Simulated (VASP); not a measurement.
PbO:

```
Pb O
1.0
     0.00000    2.79878    2.79878
     2.79878    0.00000    2.79878
     2.79878    2.79878    0.00000
Pb O
1 1
Direct
  0.00000 0.00000 0.00000
  0.25000 0.25000 0.25000
```

Base run:

- Program: VASP 6.6.1
- Functional: r2SCAN
- Potentials or basis: VASP PAW PBE potentials, release 64 (Pb_d, O)
- Cutoff: 520 eV
- k mesh: 6 × 6 × 6
- Occupations: gaussian, width 0.01 eV
- Spin: no spin polarisation

Its results: band gap on the k mesh 0.65 eV, indirect (least direct gap 0.79 eV); pressure 0.3 GPa.

Question: The run is repeated on the same cell with these changes: functional from r2SCAN to PBE. What comes out?

Answer: Band gap on the k mesh 0.47 eV, indirect (least direct gap 0.61 eV); pressure 2.4 GPa.

r2SCAN gives the wider gap, since meta-GGAs in the generalised Kohn-Sham scheme recover part of the derivative discontinuity.

Caveats: spin-orbit coupling is left out, which moves the levels of the heavy elements; the PAW data sets were made with another functional, which shifts forces and pressure a little (some runs).

A k mesh can miss the band edges.
